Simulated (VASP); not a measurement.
# CuO (P6_3mc) in VASP: further runs

The runs below take CuO through single point, relaxation of cell and atoms, with PBEsol, PBEsol+U, BLYP+D3(BJ), r2SCAN+U.

Everything below comes from runs of VASP 6.6.1. Logs are shortened: lines on timing, memory, paths and dates and some standing lists are left out, and cuts for length are marked.

## (1) The cell of the first run

It takes space group P6_3mc (No. 186, hexagonal). Conventional cell: a = 3.288 Å, b = 3.288 Å, c = 5.385 Å, α = 90.00°, β = 90.00°, γ = 120.00°. Within 2.7 Å of Cu (site symmetry 3m) lie 4 O at 2.01 to 2.02 Å. O (site symmetry 3m) has 4 Cu at 2.01 to 2.02 Å within 2.7 Å.

## (2) Single point, PBEsol

INCAR reads:

```
SYSTEM = CuO
PREC = Accurate
ENCUT = 520
EDIFF = 1E-6
ISMEAR = -1
SIGMA = 0.05
LREAL = .False.
LASPH = .True.
NELM = 60
ALGO = Normal
ISIF = 2
LWAVE = .False.
LCHARG = .False.
GGA = PS
NBANDS = 25
```

KPOINTS reads:

```
regular mesh
0
Gamma
  9 9 5
  0 0 0
```

POSCAR reads:

```
CuO
1.0
    3.2880244300      0.0000000000      0.0000000000
   -1.6440122100      2.8475126800      0.0000000000
    0.0000000000      0.0000000000      5.3850248600
Cu O
2 2
Direct
    0.6666666667      0.3333333333      0.0000000000
    0.3333333333      0.6666666667      0.5000000000
    0.6666666667      0.3333333333      0.6252000000
    0.3333333333      0.6666666667      0.1252000000
```

Potentials or basis: VASP PAW PBE potentials, release 64 (Cu, O).

Launch:

```
$ cat potpaw_PBE.64/Cu/POTCAR potpaw_PBE.64/O/POTCAR > POTCAR
$ mpirun -np 1 vasp_std > vasp.out
```

OUTCAR:

```text
SYSTEM = CuO
   PREC = Accurate
   ENCUT = 520
   EDIFF = 1E-6
   ISMEAR = -1
   LREAL = .False.
   LASPH = .True.
   NELM = 60
   ISIF = 2
   GGA = PS

 ion  position               nearest neighbor table
   1  0.667  0.333  0.000-   4 2.01   4 2.01   4 2.01   3 2.02
   2  0.333  0.667  0.500-   3 2.01   3 2.01   3 2.01   4 2.02
   3  0.667  0.333  0.625-   2 2.01   2 2.01   2 2.01   1 2.02
   4  0.333  0.667  0.125-   1 2.01   1 2.01   1 2.01   2 2.02

  LATTYP: Found a hexagonal cell.
 ALAT       =     3.2880244300
 C/A-ratio  =     1.6377691148

  Lattice vectors:

 A1 = (   3.2880244300,   0.0000000000,   0.0000000000)
 A2 = (  -1.6440122100,   2.8475126800,   0.0000000000)
 A3 = (   0.0000000000,   0.0000000000,   5.3850248600)

Analysis of symmetry for initial positions (statically):
=====================================================================
 Subroutine PRICEL returns:
 Original cell was already a primitive cell.

 Routine SETGRP: Setting up the symmetry group for a
 hexagonal supercell.

 Subroutine GETGRP returns: Found 12 space group operations
 (whereof  6 operations were pure point group operations)
 out of a pool of 24 trial point group operations.

The static configuration has the point symmetry C_3v.
 The point group associated with its full space group is C_6v.

Analysis of symmetry for dynamics (positions and initial velocities):
=====================================================================
 Subroutine PRICEL returns:
 Original cell was already a primitive cell.

 Routine SETGRP: Setting up the symmetry group for a
 hexagonal supercell.

 Subroutine GETGRP returns: Found 12 space group operations
 (whereof  6 operations were pure point group operations)
 out of a pool of 24 trial point group operations.

The dynamic configuration has the point symmetry C_3v.
 The point group associated with its full space group is C_6v.

 Subroutine INISYM returns: Found 12 space group operations
 (whereof  6 operations are pure point group operations),
 and found     1 'primitive' translations

----------------------------------------------------------------------------------------

                                     Primitive cell

  volume of cell :      50.4183

  direct lattice vectors                    reciprocal lattice vectors
     3.288024430  0.000000000  0.000000000     0.304133993  0.175591843  0.000000000
    -1.644012210  2.847512680  0.000000000     0.000000000  0.351183686  0.000000000
     0.000000000  0.000000000  5.385024860     0.000000000  0.000000000  0.185700164

  length of vectors
     3.288024430  3.288024423  5.385024860     0.351183686  0.351183686  0.185700164

  position of ions in fractional coordinates (direct lattice)
     0.666666667  0.333333333  0.000000000
     0.333333333  0.666666667  0.500000000
     0.666666667  0.333333333  0.625200000
     0.333333333  0.666666667  0.125200000

  ion indices of the primitive-cell ions
   primitive index   ion index
                 1           1
                 2           2
                 3           3
                 4           4

----------------------------------------------------------------------------------------

 KPOINTS: regular mesh

Automatic generation of k-mesh.
 Grid dimensions read from file:
 generate k-points for:    9    9    5

 Generating k-lattice:

  Cartesian coordinates                     Fractional coordinates (reciprocal lattice)
     0.033792666  0.019510205  0.000000000     0.111111111 -0.000000000  0.000000000
     0.000000000  0.039020410  0.000000000     0.000000000  0.111111111  0.000000000
     0.000000000  0.000000000  0.037140033     0.000000000  0.000000000  0.200000000

  Length of vectors
     0.039020410  0.039020410  0.037140033

  Shift w.r.t. Gamma in fractional coordinates (k-lattice)
     0.000000000  0.000000000  0.000000000

 Subroutine IBZKPT returns following result:
 ===========================================

 Found     36 irreducible k-points:

 Following reciprocal coordinates:
[... 46 lines left out ...]
 Fermi energy:         2.9097118538

 k-point     1 :       0.0000    0.0000    0.0000
  band No.  band energies     occupation
      1     -15.2850      2.00000
      2     -14.7245      2.00000
      3      -2.5146      2.00000
      4      -1.4253      2.00000
      5      -1.4253      2.00000
      6      -1.4104      2.00000
[... 17 lines left out ...]
     24      16.8497      0.00000
     25      17.3814      0.00000

 k-point     2 :       0.1111    0.0000    0.0000
  band No.  band energies     occupation
      1     -15.2295      2.00000
      2     -14.6986      2.00000
      3      -2.4029      2.00000
      4      -1.5918      2.00000
      5      -1.3949      2.00000
      6      -1.3796      2.00000
[... 17 lines left out ...]
     24      16.4885      0.00000
     25      17.1490      0.00000

 k-point     3 :       0.2222    0.0000    0.0000
  band No.  band energies     occupation
      1     -15.0819      2.00000
      2     -14.6371      2.00000
      3      -2.1427      2.00000
      4      -1.8895      2.00000
      5      -1.5481      2.00000
      6      -1.3200      2.00000
[... 17 lines left out ...]
     24      16.4030      0.00000
     25      16.4790      0.00000

 k-point     4 :       0.3333    0.0000    0.0000
  band No.  band energies     occupation
      1     -14.8965      2.00000
      2     -14.5781      2.00000
      3      -2.2615      2.00000
      4      -1.8616      2.00000
      5      -1.6420      2.00000
      6      -1.2438      2.00000
[... 17 lines left out ...]
     24      15.2810      0.00000
     25      16.4996      0.00000
[... 477 lines left out ...]
 k-point    22 :       0.2222    0.2222    0.2000
  band No.  band energies     occupation
      1     -14.7826      2.00000
      2     -14.5820      2.00000
      3      -2.2118      2.00000
      4      -2.0630      2.00000
      5      -1.4546      2.00000
      6      -1.3383      2.00000
[... 17 lines left out ...]
     24      14.1815      0.00000
     25      14.7667      0.00000

 k-point    23 :       0.3333    0.2222    0.2000
  band No.  band energies     occupation
      1     -14.6689      2.00000
      2     -14.5701      2.00000
      3      -2.1235      2.00000
      4      -2.0136      2.00000
      5      -1.4961      2.00000
      6      -1.4255      2.00000
[... 17 lines left out ...]
     24      13.7776      0.00000
     25      15.5194      0.00000

 k-point    24 :       0.3333    0.3333    0.2000
  band No.  band energies     occupation
      1     -14.5980      2.00000
      2     -14.5980      2.00000
      3      -1.8109      2.00000
      4      -1.8109      2.00000
      5      -1.7015      2.00000
      6      -1.6904      2.00000
[... 17 lines left out ...]
     24      12.9135      0.00000
     25      16.0489      0.00000

 [... further k-points ...]

------------------------ aborting loop because EDIFF is reached ----------------------------------------

  FORCE on cell =-STRESS in cart. coord.  units (eV):
  Direction    XX          YY          ZZ          XY          YZ          ZX
  --------------------------------------------------------------------------------------
  -------------------------------------------------------------------------------------
  Total       -4.7520662     -4.7520662     -4.3368495     -0.0000000      0.0000000      0.0000000
  in kB     -151.0096315   -151.0096310   -137.8150094     -0.0000003      0.0000000      0.0000000
  external PRESSURE =    -146.6114240 kB  Pullay stress =       0.0000000 kB

 VOLUME and BASIS-vectors are now :
 -----------------------------------------------------------------------------
  energy-cutoff  :      520.00
  volume of cell :       50.42
      direct lattice vectors                 reciprocal lattice vectors
     3.288024430  0.000000000  0.000000000     0.304133993  0.175591843  0.000000000
    -1.644012210  2.847512680  0.000000000     0.000000000  0.351183686  0.000000000
     0.000000000  0.000000000  5.385024860     0.000000000  0.000000000  0.185700164

 POSITION                                       TOTAL-FORCE (eV/Angst)
 -----------------------------------------------------------------------------------
      1.64401      0.94917      0.00000        -0.000000      0.000000     -0.069381
      0.00000      1.89834      2.69251        -0.000000      0.000000     -0.069381
      1.64401      0.94917      3.36672        -0.000000      0.000000      0.069381
      0.00000      1.89834      0.67421         0.000000      0.000000      0.069381
 -----------------------------------------------------------------------------------
    total drift:                               -0.000000     -0.000000     -0.000539

  FREE ENERGIE OF THE ION-ELECTRON SYSTEM (eV)
  ---------------------------------------------------
  free  energy   TOTEN  =       -20.4970162519 eV

  energy  without entropy=      -20.4464236959  energy(sigma->0) =      -20.47171997
```

Wall time 88 s (1 thread of Intel Xeon 8259CL, shared host); peak memory 0.18 GiB.

Results:

```
Free energy            : -20.4970 eV
Pressure               : -14.7 GPa
Largest force          : 0.069 eV/Å
Band gap on the k mesh : zero (bands 17 and 18 overlap by 1.33 eV)
```

Forces in eV/Å, atoms in the order of the input:
```
Cu   0.000  0.000 -0.069
Cu   0.000  0.000 -0.069
O    0.000  0.000  0.069
O    0.000  0.000  0.069
```

Caveat: the cell stands under tension; the PAW data sets were made with another functional, which shifts forces and pressure a little; semilocal functionals often make such compounds metallic where correlation or magnetic order opens a gap, which also shifts bond lengths.

## (3) Single point, PBEsol+U

INCAR reads:

```
PREC     = Accurate       # precision mode
ENCUT    = 520            # plane-wave cutoff, eV
EDIFF    = 1E-7           # SCF threshold, eV
ISMEAR   = -1             # smearing method
SIGMA    = 0.05           # smearing width, eV
LREAL    = F              # projectors in reciprocal space
LASPH    = T              # aspherical terms in the spheres
NELM     = 150            # most SCF steps
ALGO     = Normal         # electronic algorithm
ISIF     = 2              # what is computed and relaxed
LWAVE    = F              # write WAVECAR
LCHARG   = T              # write CHGCAR
LMAXMIX  = 4              # l up to which the mixer works
LDAU     = T              # DFT+U
LDAUTYPE = 2            
LDAUL    = 2 -1           # shell
LDAUU    = 5.3 0          # U, eV
LDAUJ    = 0 0          
LDAUPRINT= 1            
GGA      = PS             # functional
LELF     = T              # ELF
LVHAR    = T            
NBANDS   = 25             # bands
```

KPOINTS reads:

```
regular mesh
0
Gamma
  9 9 5
```

POSCAR is that of step 2.

Potentials or basis: VASP PAW PBE potentials, release 64 (Cu, O).

Launch:

```
$ cat potpaw_PBE.64/Cu/POTCAR potpaw_PBE.64/O/POTCAR > POTCAR
$ mpirun -np 1 vasp_std > vasp.out
```

Wall time 74 s (1 thread of Intel Xeon 8259CL, shared host); peak memory 0.18 GiB.

It converged, with:

| Quantity | Value |
| --- | --- |
| Free energy | -16.6652 eV |
| Pressure | -16.2 GPa |
| Largest force | 0.028 eV/Å |
| Band gap on the k mesh | zero (bands 17 and 18 overlap by 1.44 eV) |

Forces on the atoms (eV/Å):
```
Cu   0.000  0.000 -0.028
Cu   0.000  0.000 -0.028
O    0.000  0.000  0.028
O    0.000  0.000  0.028
```

Stress tensor (GPa, compression positive):
```
-16.78   0.00   0.00
  0.00 -16.78   0.00
  0.00   0.00 -15.05
```

Levels at points of the mesh, in eV from the Fermi level:
| k point | band 13 | band 14 | band 15 | band 16 | band 17 | band 18 | band 19 | band 20 | band 21 | band 22 |
| --- | --- | --- | --- | --- | --- | --- | --- | --- | --- | --- |
| (0.00, 0.00, 0.00) | -2.04 | 0.05 | 0.05 | 0.68 | 0.80 | 0.80 | 1.65 | 6.40 | 8.24 | 14.18 |

Eigenvalues of the final occupation matrices:
```tsv
site	spin	trace	eigenvalues
site 1 d	1	4.65	0.90 0.90 0.92 0.96 0.96
site 1 d	2	4.65	0.90 0.90 0.92 0.96 0.96
site 2 d	1	4.65	0.90 0.90 0.92 0.96 0.96
site 2 d	2	4.65	0.90 0.90 0.92 0.96 0.96
```

Caveat: the cell stands under tension; the PAW data sets were made with another functional, which shifts forces and pressure a little; U without spin polarisation on a metal has little footing.

## (4) Relaxation of cell and atoms, BLYP+D3(BJ)

INCAR reads:

```
PREC = Accurate ; ENCUT = 600
EDIFF = 1E-6 ; ISMEAR = -1
SIGMA = 0.05 ; LREAL = F
LASPH = T ; NELM = 80
ALGO = Normal ; ISIF = 3
LWAVE = F ; LCHARG = F
GGA = B5 ; ALDAX = 1.0
AGGAX = 1.0 ; AGGAC = 1.0
ALDAC = 0.0 ; IVDW = 12
VDW_S6 = 1.0 ; VDW_S8 = 2.6996
VDW_A1 = 0.4298 ; VDW_A2 = 4.2359
IBRION = 2 ; NSW = 60
EDIFFG = -0.01
```

KPOINTS is that of step 3.

POSCAR is that of step 3.

Launch:

```
$ cat potpaw_PBE.64/Cu/POTCAR potpaw_PBE.64/O/POTCAR > POTCAR
$ mpirun -np 1 vasp_std > vasp.out
```

It took 16 min on 1 thread of Intel Xeon 8259CL, shared host; peak memory 0.23 GiB.

The run converged. Its results:

| Item | Value |
| --- | --- |
| Free energy | -19.8670 eV |
| Relaxed volume | 11.38 Å³/atom |
| Relaxed cell | a = 3.122 Å, b = 3.122 Å, c = 5.395 Å, α = 90.00°, β = 90.00°, γ = 120.00° |
| Space group after relaxing (to 0.1 Å) | P6_3mc (No. 186) |
| Energy gained by relaxing | 48.0 meV/atom |
| Ionic steps | 11 |
| Pressure after relaxing | 0.0 GPa |
| Band gap on the k mesh | zero (bands 17 and 18 overlap by 1.32 eV) |
| Dispersion energy per atom | -0.544 eV |

The path:
| step | energy change (eV) | largest force (eV/Å) | pressure (GPa) | volume (Å³) |
| --- | --- | --- | --- | --- |
| 1 | 0.0000 | 0.0810 | -10.68 | 50.42 |
| 2 | -0.1495 | 0.1510 | 4.61 | 44.53 |
| 3 | -0.1676 | 0.1296 | 0.08 | 45.85 |
| 4 | -0.1675 | 0.1309 | 0.41 | 45.77 |
| 5 | -0.1730 | 0.1273 | 0.30 | 45.74 |
| 6 | -0.1857 | 0.1038 | 0.25 | 45.65 |
| 7 | -0.1883 | 0.0547 | -0.22 | 45.43 |
| 8 | -0.1917 | 0.0343 | 0.13 | 45.54 |
| 9 | -0.1917 | 0.0270 | 0.02 | 45.53 |
| 10 | -0.1915 | 0.0513 | 0.09 | 45.54 |
| 11 | -0.1919 | 0.0006 | 0.01 | 45.53 |

Final structure:
```
CELL_PARAMETERS angstrom
3.12179 0.00000 0.00000
-1.56090 2.70355 0.00000
0.00000 0.00000 5.39504
ATOMIC_POSITIONS crystal
Cu 0.66667 0.33333 0.99040
Cu 0.33333 0.66667 0.49040
O 0.66667 0.33333 0.63480
O 0.33333 0.66667 0.13480
```

Levels at points of the mesh, in eV from the Fermi level:
| k point | band 13 | band 14 | band 15 | band 16 | band 17 | band 18 | band 19 | band 20 | band 21 |
| --- | --- | --- | --- | --- | --- | --- | --- | --- | --- |
| (0.00, 0.00, 0.00) | -1.96 | -0.16 | -0.16 | 0.66 | 0.77 | 0.77 | 1.35 | 6.38 | 7.94 |

Caveat: the PAW data sets were made with another functional, which shifts forces and pressure a little; semilocal functionals often make such compounds metallic where correlation or magnetic order opens a gap, which also shifts bond lengths. With open d or f shells a metallic result of BLYP can be an artefact of self-interaction; +U or a hybrid may open a gap.

## (5) Single point, r2SCAN+U

POSCAR is that of step 4.

INCAR.step1 reads:

```
PREC     = Accurate       # precision mode
ENCUT    = 520            # plane-wave cutoff, eV
ISMEAR   = -1             # smearing method
SIGMA    = 0.05           # smearing width, eV
LREAL    = False          # projectors in reciprocal space
LASPH    = True           # aspherical terms in the spheres
NELM     = 150            # most SCF steps
LMAXMIX  = 4              # l up to which the mixer works
LDAU     = True           # DFT+U
LDAUTYPE = 2            
LDAUL    = 2 -1           # shell
LDAUU    = 4.5 0          # U, eV
LDAUJ    = 0 0          
NBANDS   = 25             # bands
GGA      = PE             # functional
ALGO     = Normal         # electronic algorithm
EDIFF    = 1E-4           # SCF threshold, eV
LWAVE    = True           # write WAVECAR
LCHARG   = False          # write CHGCAR
```

INCAR.step2 reads:

```
PREC     = Accurate       # precision mode
ENCUT    = 520            # plane-wave cutoff, eV
EDIFF    = 1E-6           # SCF threshold, eV
ISMEAR   = -1             # smearing method
SIGMA    = 0.05           # smearing width, eV
LREAL    = False          # projectors in reciprocal space
LASPH    = True           # aspherical terms in the spheres
NELM     = 150            # most SCF steps
ALGO     = Normal         # electronic algorithm
ISIF     = 2              # what is computed and relaxed
LWAVE    = False          # write WAVECAR
LCHARG   = True           # write CHGCAR
LMAXMIX  = 4              # l up to which the mixer works
LDAU     = True           # DFT+U
LDAUTYPE = 2            
LDAUL    = 2 -1           # shell
LDAUU    = 4.5 0          # U, eV
LDAUJ    = 0 0          
LDAUPRINT= 1            
METAGGA  = R2SCAN         # meta-GGA
LMIXTAU  = True         
LELF     = True           # ELF
LVHAR    = True         
NBANDS   = 25             # bands
ISTART   = 1
```

KPOINTS reads:

```
Automatic mesh
0
Gamma
  9 9 5
```

Launch:

```
$ cat potpaw_PBE.64/Cu/POTCAR potpaw_PBE.64/O/POTCAR > POTCAR
$ cp INCAR.step1 INCAR
$ mpirun -np 1 vasp_std > vasp.out
$ cp INCAR.step2 INCAR
$ mpirun -np 1 vasp_std > vasp.out
```

Wall time 3.9 min (1 thread of Intel Xeon 8259CL, shared host); peak memory 0.19 GiB.

It converged, with:

| Quantity | Value |
| --- | --- |
| Free energy | -32.2092 eV |
| Pressure | -15.2 GPa |
| Largest force | 0.020 eV/Å |
| Band gap on the k mesh | zero (bands 17 and 18 overlap by 1.48 eV) |

Forces in eV/Å, atoms in the order of the input:
```
Cu   0.000  0.000 -0.020
Cu   0.000  0.000 -0.020
O    0.000  0.000  0.020
O    0.000  0.000  0.020
```

Stress tensor (GPa, compression positive):
```
-15.83   0.00   0.00
  0.00 -15.83   0.00
  0.00   0.00 -13.83
```

Levels at points of the mesh, in eV from the Fermi level:
| k point | band 15 | band 16 | band 17 | band 18 | band 19 | band 20 |
| --- | --- | --- | --- | --- | --- | --- |
| (0.00, 0.00, 0.00) | 0.05 | 0.67 | 0.82 | 0.82 | 1.99 | 6.92 |

Eigenvalues of the final occupation matrices:
```csv
site,spin,trace,eigenvalues
site 1 d,1,4.64,0.90 0.90 0.92 0.96 0.96
site 1 d,2,4.64,0.90 0.90 0.92 0.96 0.96
site 2 d,1,4.64,0.90 0.90 0.92 0.96 0.96
site 2 d,2,4.64,0.90 0.90 0.92 0.96 0.96
```

Caveat: the cell stands under tension; the PAW data sets were made with another functional, which shifts forces and pressure a little; U without spin polarisation on a metal has little footing.

## (6) Summary

| task | level | U | cell | cutoff (eV) | gap on the mesh (eV) | pressure (GPa) | largest force (eV/Å) |
| --- | --- | --- | --- | --- | --- | --- | --- |
| single point | PBEsol | - | as given | 520 | none | -14.7 | 0.07 |
| single point | PBEsol+U | Cu d U = 5.3 eV | as given | 520 | none | -16.2 | 0.03 |
| relaxation of cell and atoms | BLYP+D3(BJ) | - | relaxed | 600 | none | 0.0 | - |
| single point | r2SCAN+U | Cu d U = 4.5 eV | as given | 520 | none | -15.2 | 0.02 |

Alike in all rows: potentials or basis VASP PAW PBE potentials, release 64 (Cu, O); no spin polarisation; k mesh 9 × 9 × 5; smearing fermi-dirac 0.05 eV.

The pressure there spans -16.2 GPa (PBEsol+U) to -14.7 GPa (PBEsol); a positive pressure means that this level wants a larger cell, a negative one a smaller.

Caveats: the PAW data sets were made with another functional, which shifts forces and pressure a little; the cell stands under tension (at least some runs); semilocal functionals often make such compounds metallic where correlation or magnetic order opens a gap, which also shifts bond lengths (at least some runs); U without spin polarisation on a metal has little footing (at least some runs).

Absolute energies hang on the potentials; compare differences alone.
